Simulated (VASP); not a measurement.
Here is a VASP 6.6.1 calculation.

File INCAR:

```
SYSTEM = Bi
  ALGO = Normal
  EDIFF = 1E-6
  ENCUT = 520
  GGA = PE
  ISIF = 2
  ISMEAR = -1
  LASPH = .TRUE.
  LCHARG = .FALSE.
  LREAL = .FALSE.
  LWAVE = .FALSE.
  NBANDS = 14
  NELM = 80
  PREC = Accurate
  SIGMA = 0.13605693000000002
```

KPOINTS

```
k-points
0
G
  10 10 10
  0 0 0
```

The input POSCAR:

```
Bi
1.0
    3.2753597880      0.0000000000      0.0000000000
    0.0000000000      3.2753597880      0.0000000000
    0.0000000000      0.0000000000      3.2753597880
Bi
1
Direct
    0.0000000000      0.0000000000      0.0000000000
```

Potentials or basis: VASP PAW PBE potentials, release 64 (Bi_d).

Launch:

```console
$ cat potpaw_PBE.64/Bi_d/POTCAR > POTCAR
$ mpirun -np 1 vasp_std > vasp.out
```

Estimate the pressure.

0.0 GPa.
